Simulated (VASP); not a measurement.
# GaN (F-43m) in VASP: a series of runs

The runs below take GaN through single point, with r2SCAN.

All numbers are computed with VASP 6.6.1; they aren't measurements. Logs are shortened: lines on timing, memory, paths and dates and some standing lists are left out, and cuts for length are marked.

## 1. The cell of the first run

It takes space group F-43m (No. 216, cubic). The conventional cell has a = 4.406 Å, b = 4.406 Å, c = 4.406 Å, α = 90.00°, β = 90.00°, γ = 90.00°. Ga (site symmetry -43m) has 4 N at 1.91 Å within 2.5 Å. N (site symmetry -43m) has 4 Ga at 1.91 Å within 2.5 Å.

## 2. Single point, r2SCAN (10.69 Å³/atom)

File POSCAR:

```
GaN
1.0
    0.0000000000      2.2030272149      2.2030272149
    2.2030272149      0.0000000000      2.2030272149
    2.2030272149      2.2030272149      0.0000000000
Ga N
1 1
Direct
    0.0000000000      0.0000000000      0.0000000000
    0.7500000000      0.7500000000      0.7500000000
```

File INCAR.step1:

```
PREC = Accurate
ENCUT = 1460
ISMEAR = 0
SIGMA = 0.02
LREAL = False
LASPH = True
NELM = 120
NBANDS = 16
GGA = PE
ALGO = Normal
EDIFF = 1E-5
LWAVE = True
LCHARG = False
GGA_COMPAT = False
```

File INCAR.step2:

```
PREC = Accurate
ENCUT = 1460
EDIFF = 1E-6
ISMEAR = 0
SIGMA = 0.02
LREAL = False
LASPH = True
NELM = 120
ALGO = Normal
ISIF = 2
LWAVE = False
LCHARG = False
METAGGA = R2SCAN
LMIXTAU = True
NBANDS = 16
ISTART = 1
GGA_COMPAT = False
```

File KPOINTS:

```
regular mesh
0
Gamma
  10 10 10
```

Potentials or basis: VASP PAW PBE potentials, release 64 (Ga_d, N_h).

The run is started by

```console
$ cat potpaw_PBE.64/Ga_d/POTCAR potpaw_PBE.64/N_h/POTCAR > POTCAR
$ cp INCAR.step1 INCAR
$ mpirun -np 1 vasp_std > vasp.out
$ cp INCAR.step2 INCAR
$ mpirun -np 1 vasp_std > vasp.out
```

OUTCAR:

```text
PREC = Accurate
   ENCUT = 1460
   EDIFF = 1E-6
   ISMEAR = 0
   LREAL = False
   LASPH = True
   NELM = 120
   ISIF = 2
   METAGGA = R2SCAN
   ISTART = 1

 ion  position               nearest neighbor table
   1  0.000  0.000  0.000-   2 1.91   2 1.91   2 1.91   2 1.91
   2  0.750  0.750  0.750-   1 1.91   1 1.91   1 1.91   1 1.91

  LATTYP: Found a face centered cubic cell.
 ALAT       =     4.4060544298

  Lattice vectors:

 A1 = (   0.0000000000,   2.2030272149,   2.2030272149)
 A2 = (   2.2030272149,   0.0000000000,   2.2030272149)
 A3 = (   2.2030272149,   2.2030272149,   0.0000000000)

Analysis of symmetry for initial positions (statically):
=====================================================================
 Subroutine PRICEL returns:
 Original cell was already a primitive cell.

 Routine SETGRP: Setting up the symmetry group for a
 face centered cubic supercell.

 Subroutine GETGRP returns: Found 24 space group operations
 (whereof 24 operations were pure point group operations)
 out of a pool of 48 trial point group operations.

The static configuration has the point symmetry T_d .

Analysis of symmetry for dynamics (positions and initial velocities):
=====================================================================
 Subroutine PRICEL returns:
 Original cell was already a primitive cell.

 Routine SETGRP: Setting up the symmetry group for a
 face centered cubic supercell.

 Subroutine GETGRP returns: Found 24 space group operations
 (whereof 24 operations were pure point group operations)
 out of a pool of 48 trial point group operations.

The dynamic configuration has the point symmetry T_d .

 Subroutine INISYM returns: Found 24 space group operations
 (whereof 24 operations are pure point group operations),
 and found     1 'primitive' translations

----------------------------------------------------------------------------------------

                                     Primitive cell

  volume of cell :      21.3840

  direct lattice vectors                    reciprocal lattice vectors
     0.000000000  2.203027215  2.203027215    -0.226960428  0.226960428  0.226960428
     2.203027215  0.000000000  2.203027215     0.226960428 -0.226960428  0.226960428
     2.203027215  2.203027215  0.000000000     0.226960428  0.226960428 -0.226960428

  length of vectors
     3.115550966  3.115550966  3.115550966     0.393106993  0.393106993  0.393106993

  position of ions in fractional coordinates (direct lattice)
     0.000000000  0.000000000  0.000000000
     0.750000000  0.750000000  0.750000000

  ion indices of the primitive-cell ions
   primitive index   ion index
                 1           1
                 2           2

----------------------------------------------------------------------------------------

 KPOINTS: regular mesh

Automatic generation of k-mesh.
 Grid dimensions read from file:
 generate k-points for:   10   10   10

 Generating k-lattice:

  Cartesian coordinates                     Fractional coordinates (reciprocal lattice)
    -0.022696043  0.022696043  0.022696043     0.100000000  0.000000000  0.000000000
     0.022696043 -0.022696043  0.022696043     0.000000000  0.100000000  0.000000000
     0.022696043  0.022696043 -0.022696043     0.000000000  0.000000000  0.100000000

  Length of vectors
     0.039310699  0.039310699  0.039310699

  Shift w.r.t. Gamma in fractional coordinates (k-lattice)
     0.000000000  0.000000000  0.000000000

 Subroutine IBZKPT returns following result:
 ===========================================

 Found     47 irreducible k-points:

 Following reciprocal coordinates:
            Coordinates               Weight
  0.000000  0.000000  0.000000      1.000000
  0.100000  0.000000  0.000000      8.000000
  0.200000  0.000000  0.000000      8.000000
  0.300000  0.000000  0.000000      8.000000
  0.400000  0.000000  0.000000      8.000000
  0.500000  0.000000  0.000000      4.000000
[... 16 lines left out ...]
  0.300000  0.300000  0.000000      6.000000
  0.400000  0.300000  0.000000     24.000000
 [... further k-points ...]
   k-points           NKPTS =     47   k-points in BZ     NKDIM =     47   number of bands    NBANDS=     16
   number of dos      NEDOS =    301   number of ions     NIONS =      2
   total plane-waves  NPLWV =  64000
   dimension x,y,z NGX =    40 NGY =   40 NGZ =   40
   dimension x,y,z NGXF=    80 NGYF=   80 NGZF=   80
   ions per type =               1   1
   NGX,Y,Z   is equivalent  to a cutoff of  21.34, 21.34, 21.34 a.u.
   NGXF,Y,Z  is equivalent  to a cutoff of  42.69, 42.69, 42.69 a.u.
 SYSTEM =  unknown system
   PREC   = accura    normal or accurate (medium, high low for compatibility)
   ISTART =      1    job   : 0-new  1-cont  2-samecut
   ICHARG =      0    charge: 1-file 2-atom 10-const
   ISPIN  =      1    spin polarized calculation?
   LNONCOLLINEAR =      F non collinear calculations
   LSORBIT =      F    spin-orbit coupling
   LASPH  =      T    aspherical Exc in radial PAW
   ENCUT  = 1460.0 eV 107.31 Ry   10.36 a.u.   9.71  9.71  9.71*2*pi/ulx,y,z
   NELM   =    120;   NELMIN=  2; NELMDL=  0     # of ELM steps
   EDIFF  = 0.1E-05   stopping-criterion for ELM
   LREAL  =      F    real-space projection
   EDIFFG = 0.1E-04   stopping-criterion for IOM
   NSW    =      0    number of steps for IOM
   IBRION =     -1    ionic relax: 0-MD 1-quasi-New 2-CG
   NFREE  =      0    steps in history (QN), initial steepest desc. (CG)
   ISIF   =      2    stress and relaxation
   ISYM   =      2    0-nonsym 1-usesym 2-fastsym
   POTIM  = 0.5000    time-step for ionic-motion
   TEBEG  =    0.0;   TEEND  =   0.0 temperature during run
   PSTRESS=    0.0 pullay stress
   NELECT =      18.0000    total number of electrons
   NUPDOWN=      -1.0000    fix difference up-down
   EMIN   =  10.00;   EMAX   =-10.00  energy-range for DOS
   EFERMI =   0.00;   METHOD = LEGACY
   ISMEAR =     0;   SIGMA  =   0.02  broadening in eV -4-tet -1-fermi 0-gaus
   EFERMI_NEDOS =   21; number of points for ismear=-14 and -15
   IALGO  =     38    algorithm
   IMIX   =      4    mixing-type and parameters
     AMIX     =   0.40;   BMIX     =  1.00
     AMIX_MAG =   1.60;   BMIX_MAG =  1.00
  volume/ion in A,a.u.               =      10.69        72.15
[... 37 lines left out ...]
      3      -7.8038      2.00000
      4      -7.8038      2.00000
      5      -7.3728      2.00000
      6      -7.3728      2.00000
[... 8 lines left out ...]
     15      26.3781      0.00000
     16      26.3781      0.00000

 k-point     2 :       0.1000    0.0000    0.0000
  band No.  band energies     occupation
      1     -11.1191      2.00000
      2      -7.7865      2.00000
      3      -7.7865      2.00000
      4      -7.7670      2.00000
      5      -7.3745      2.00000
      6      -7.3745      2.00000
[... 8 lines left out ...]
     15      24.9023      0.00000
     16      25.0890      0.00000

 k-point     3 :       0.2000    0.0000    0.0000
  band No.  band energies     occupation
      1     -10.7919      2.00000
      2      -7.7460      2.00000
      3      -7.7460      2.00000
      4      -7.6131      2.00000
      5      -7.3733      2.00000
      6      -7.3733      2.00000
[... 8 lines left out ...]
     15      24.0913      0.00000
     16      24.0913      0.00000

 k-point     4 :       0.3000    0.0000    0.0000
  band No.  band energies     occupation
      1     -10.4093      2.00000
      2      -7.7082      2.00000
      3      -7.7082      2.00000
      4      -7.3578      2.00000
      5      -7.3578      2.00000
      6      -7.2335      2.00000
[... 8 lines left out ...]
     15      24.7345      0.00000
     16      24.7345      0.00000

 k-point     5 :       0.4000    0.0000    0.0000
  band No.  band energies     occupation
      1     -10.1433      2.00000
      2      -7.6901      2.00000
      3      -7.6901      2.00000
      4      -7.3315      2.00000
      5      -7.3315      2.00000
      6      -6.6174      2.00000
[... 8 lines left out ...]
     15      26.4351      0.00000
     16      26.4351      0.00000

 k-point     6 :       0.5000    0.0000    0.0000
  band No.  band energies     occupation
      1     -10.0567      2.00000
      2      -7.6861      2.00000
      3      -7.6861      2.00000
      4      -7.3181      2.00000
      5      -7.3181      2.00000
      6      -6.2283      2.00000
[... 8 lines left out ...]
     15      27.7102      0.00000
     16      27.7102      0.00000

 k-point     7 :       0.1000    0.1000    0.0000
  band No.  band energies     occupation
      1     -11.0776      2.00000
      2      -7.7742      2.00000
      3      -7.7713      2.00000
      4      -7.7713      2.00000
      5      -7.3860      2.00000
      6      -7.3637      2.00000
[... 8 lines left out ...]
     15      27.1380      0.00000
     16      27.1471      0.00000

 k-point     8 :       0.2000    0.1000    0.0000
  band No.  band energies     occupation
      1     -10.8186      2.00000
      2      -7.7481      2.00000
      3      -7.7295      2.00000
      4      -7.6638      2.00000
      5      -7.3894      2.00000
      6      -7.3548      2.00000
[... 8 lines left out ...]
     15      26.1841      0.00000
     16      26.2157      0.00000

 k-point     9 :       0.3000    0.1000    0.0000
  band No.  band energies     occupation
      1     -10.4566      2.00000
      2      -7.7125      2.00000
      3      -7.6869      2.00000
      4      -7.4626      2.00000
      5      -7.3401      2.00000
      6      -7.2764      2.00000
[... 8 lines left out ...]
     15      25.3265      0.00000
     16      26.2420      0.00000
[... 172 lines left out ...]
 k-point    19 :       0.5000    0.2000    0.0000
  band No.  band energies     occupation
      1      -9.9555      2.00000
      2      -7.6653      2.00000
      3      -7.5892      2.00000
      4      -7.4328      2.00000
      5      -7.3124      2.00000
      6      -6.1361      2.00000
[... 8 lines left out ...]
     15      28.1077      0.00000
     16      28.6770      0.00000

 k-point    20 :      -0.4000    0.2000    0.0000
  band No.  band energies     occupation
      1      -9.9413      2.00000
      2      -7.6699      2.00000
      3      -7.5973      2.00000
      4      -7.3927      2.00000
      5      -7.3424      2.00000
      6      -5.9959      2.00000
[... 8 lines left out ...]
     15      26.3866      0.00000
     16      28.1243      0.00000

 k-point    21 :      -0.3000    0.2000    0.0000
  band No.  band energies     occupation
      1     -10.0530      2.00000
      2      -7.6725      2.00000
      3      -7.6229      2.00000
      4      -7.3862      2.00000
      5      -7.3824      2.00000
      6      -6.4852      2.00000
[... 8 lines left out ...]
     15      25.2068      0.00000
     16      28.5376      0.00000

 k-point    22 :      -0.2000    0.2000    0.0000
  band No.  band energies     occupation
      1     -10.2896      2.00000
      2      -7.6847      2.00000
      3      -7.6712      2.00000
      4      -7.4117      2.00000
      5      -7.4006      2.00000
      6      -7.0352      2.00000
[... 8 lines left out ...]
     15      25.1900      0.00000
     16      28.5387      0.00000

 k-point    23 :       0.3000    0.3000    0.0000
  band No.  band energies     occupation
      1     -10.1716      2.00000
      2      -7.6207      2.00000
      3      -7.5622      2.00000
      4      -7.5622      2.00000
      5      -7.3103      2.00000
      6      -7.0445      2.00000
[... 8 lines left out ...]
     15      29.5912      0.00000
     16      30.7988      0.00000

 k-point    24 :       0.4000    0.3000    0.0000
  band No.  band energies     occupation
      1      -9.9852      2.00000
      2      -7.6353      2.00000
      3      -7.5163      2.00000
      4      -7.5140      2.00000
      5      -7.2983      2.00000
      6      -6.6097      2.00000
[... 8 lines left out ...]
     15      30.1618      0.00000
     16      30.6236      0.00000

 [... further k-points ...]

------------------------ aborting loop because EDIFF is reached ----------------------------------------

  FORCE on cell =-STRESS in cart. coord.  units (eV):
  Direction    XX          YY          ZZ          XY          YZ          ZX
  --------------------------------------------------------------------------------------
  -------------------------------------------------------------------------------------
  Total        2.0068067      2.0068067      2.0068067      0.0000000      0.0000000     -0.0000000
  in kB      150.3579995    150.3579995    150.3579995      0.0000000      0.0000000     -0.0000000
  external PRESSURE =     150.3579995 kB  Pullay stress =       0.0000000 kB

 VOLUME and BASIS-vectors are now :
 -----------------------------------------------------------------------------
  energy-cutoff  :     1460.00
  volume of cell :       21.38
      direct lattice vectors                 reciprocal lattice vectors
     0.000000000  2.203027215  2.203027215    -0.226960428  0.226960428  0.226960428
     2.203027215  0.000000000  2.203027215     0.226960428 -0.226960428  0.226960428
     2.203027215  2.203027215  0.000000000     0.226960428  0.226960428 -0.226960428

 POSITION                                       TOTAL-FORCE (eV/Angst)
 -----------------------------------------------------------------------------------
      0.00000      0.00000      0.00000        -0.000000     -0.000000     -0.000000
      3.30454      3.30454      3.30454         0.000000      0.000000      0.000000
 -----------------------------------------------------------------------------------
    total drift:                                0.000000      0.000000      0.000000

  FREE ENERGIE OF THE ION-ELECTRON SYSTEM (eV)
  ---------------------------------------------------
  free  energy   TOTEN  =       -21.8336519557 eV

  energy  without entropy=      -21.8336519557  energy(sigma->0) =      -21.83365196
```

It took 2.8 min on 1 thread of Intel Xeon Platinum 8488C (Sapphire Rapids), shared host; peak memory 0.32 GiB.

Results:

* Free energy: -21.8337 eV
* Pressure: 15.0 GPa
* Band gap on the k mesh: 2.57 eV

Levels at points of the mesh, in eV from the valence-band top:
```csv
k point,band 7,band 8,band 9,band 10,band 11,band 12
"(0.00, 0.00, 0.00)",0.00,0.00,0.00,2.57,11.46,11.46
"(0.50, 0.00, 0.00)",-7.63,-1.09,-1.09,5.65,9.80,11.37
"(0.50, 0.50, 0.00)",-6.51,-3.04,-3.04,3.79,7.66,13.12
```

Caveat: the cell stands under pressure; the PAW data sets were made with another functional, which shifts forces and pressure a little.

## 3. Single point, r2SCAN

This run uses another cell than the first one, of 11.44 Å³/atom.

File POSCAR:

```
GaN
1.0
    0.0000000000      2.2535006075      2.2535006075
    2.2535006075      0.0000000000      2.2535006075
    2.2535006075      2.2535006075      0.0000000000
Ga N
1 1
Direct
    0.0000000000      0.0000000000      0.0000000000
    0.7500000000      0.7500000000      0.7500000000
```

File INCAR.step1:

```
ALGO = Normal
EDIFF = 1E-5
ENCUT = 1460
GGA = PE
GGA_COMPAT = False
ISMEAR = 0
LASPH = True
LCHARG = False
LREAL = False
LWAVE = True
NBANDS = 16
NELM = 120
PREC = Accurate
SIGMA = 0.02
```

File INCAR.step2:

```
ALGO = Normal
EDIFF = 1E-6
ENCUT = 1460
GGA_COMPAT = False
ISIF = 2
ISMEAR = 0
ISTART = 1
LASPH = True
LCHARG = False
LMIXTAU = True
LREAL = False
LWAVE = False
METAGGA = R2SCAN
NBANDS = 16
NELM = 120
PREC = Accurate
SIGMA = 0.02
```

File KPOINTS:

```
k-points
0
Gamma
  10 10 10
```

Potentials or basis: VASP PAW PBE potentials, release 64 (Ga_d, N_h).

The run is started by

```console
$ cat potpaw_PBE.64/Ga_d/POTCAR potpaw_PBE.64/N_h/POTCAR > POTCAR
$ cp INCAR.step1 INCAR
$ mpirun -np 1 vasp_std > vasp.out
$ cp INCAR.step2 INCAR
$ mpirun -np 1 vasp_std > vasp.out
```

Run time: 2.9 min. Hardware: 1 thread of Intel Xeon Platinum 8488C (Sapphire Rapids), shared host; peak memory 0.31 GiB.

Results (log left out):

```yaml
Free_energy: -21.9007 eV
Pressure: -0.1 GPa
Band_gap_on_the_k_mesh: 2.12 eV
```

Levels at points of the mesh, in eV from the valence-band top:
```
           k point  band 6  band 7  band 8  band 9  band 10  band 11  band 12  band 13
(0.00, 0.00, 0.00)  -13.48    0.00    0.00    0.00     2.12    11.01    11.01    11.01
(0.50, 0.00, 0.00)  -12.35   -7.15   -1.00   -1.00     5.16     9.44    11.00    11.00
(0.50, 0.50, 0.00)  -11.97   -6.21   -2.78   -2.78     3.77     7.24    12.58    14.94
```

Caveat: the PAW data sets were made with another functional, which shifts forces and pressure a little.

## 4. Single point, r2SCAN

This run uses another cell than the first one, of 11.37 Å³/atom.

File POSCAR:

```
GaN
1.0
    0.0000000000      2.2489367676      2.2489367676
    2.2489367676      0.0000000000      2.2489367676
    2.2489367676      2.2489367676      0.0000000000
Ga N
1 1
Direct
    0.0000000000      0.0000000000      0.0000000000
    0.7500000000      0.7500000000      0.7500000000
```

File INCAR.step1:

```
SYSTEM = GaN
PREC     = Accurate       ! precision mode
ENCUT    = 1460           ! plane-wave cutoff, eV
ISMEAR   = 0              ! smearing method
SIGMA    = 0.05           ! smearing width, eV
LREAL    = .FALSE.        ! projectors in reciprocal space
LASPH    = .TRUE.         ! aspherical terms in the spheres
NELM     = 120            ! most SCF steps
NBANDS   = 16             ! bands
GGA      = PE             ! functional
ALGO     = Normal         ! electronic algorithm
EDIFF    = 1E-5           ! SCF threshold, eV
LWAVE    = .TRUE.         ! write WAVECAR
LCHARG   = .FALSE.        ! write CHGCAR
GGA_COMPAT= .FALSE.
```

File INCAR.step2:

```
SYSTEM = GaN
PREC     = Accurate       ! precision mode
ENCUT    = 1460           ! plane-wave cutoff, eV
EDIFF    = 1E-6           ! SCF threshold, eV
ISMEAR   = 0              ! smearing method
SIGMA    = 0.05           ! smearing width, eV
LREAL    = .FALSE.        ! projectors in reciprocal space
LASPH    = .TRUE.         ! aspherical terms in the spheres
NELM     = 120            ! most SCF steps
ALGO     = Normal         ! electronic algorithm
ISIF     = 2              ! what is computed and relaxed
LWAVE    = .FALSE.        ! write WAVECAR
LCHARG   = .FALSE.        ! write CHGCAR
METAGGA  = R2SCAN         ! meta-GGA
LMIXTAU  = .TRUE.       
NBANDS   = 16             ! bands
ISTART   = 1            
GGA_COMPAT= .FALSE.
```

File KPOINTS:

```
Automatic mesh
0
G
  8 8 8
  0 0 0
```

The run is started by

```console
$ cat potpaw_PBE.64/Ga_d/POTCAR potpaw_PBE.64/N_h/POTCAR > POTCAR
$ cp INCAR.step1 INCAR
$ mpirun -np 1 vasp_std > vasp.out
$ cp INCAR.step2 INCAR
$ mpirun -np 1 vasp_std > vasp.out
```

Run time: 73 s. Hardware: 1 thread of Intel Xeon 6975P-C (Granite Rapids), shared host; peak memory 0.29 GiB.

It converged, with:

```yaml
Free_energy: -21.8999 eV
Pressure: 1.1 GPa
Band_gap_on_the_k_mesh: 2.16 eV
```

Levels at points of the mesh, in eV from the valence-band top:
| k point | band 7 | band 8 | band 9 | band 10 | band 11 | band 12 |
| --- | --- | --- | --- | --- | --- | --- |
| (0.00, 0.00, 0.00) | 0.00 | 0.00 | 0.00 | 2.16 | 11.05 | 11.05 |
| (0.50, 0.00, 0.00) | -7.19 | -1.00 | -1.00 | 5.21 | 9.47 | 11.03 |
| (0.50, 0.50, 0.00) | -6.24 | -2.80 | -2.80 | 3.77 | 7.28 | 12.62 |

Caveat: the PAW data sets were made with another functional, which shifts forces and pressure a little.

## 5. The runs side by side

```tsv
cell	k mesh	smearing	gap on the mesh (eV)	pressure (GPa)
a = 3.116 Å, angles 60.0°, 2 atoms	10 × 10 × 10	gaussian 0.02 eV	2.57	15.0
a = 3.187 Å, angles 60.0°, 2 atoms	10 × 10 × 10	gaussian 0.02 eV	2.12	-0.1
a = 3.180 Å, angles 60.0°, 2 atoms	8 × 8 × 8	gaussian 0.05 eV	2.16	1.1
```

Alike in all rows: task single point; level r2SCAN; potentials or basis VASP PAW PBE potentials, release 64 (Ga_d, N_h); no spin polarisation; cutoff (eV) 1460.

Caveats: the PAW data sets were made with another functional, which shifts forces and pressure a little; the cell stands under pressure (at least some runs).

Total energies depend on the potentials used, so only differences within one code and one set of settings carry meaning.
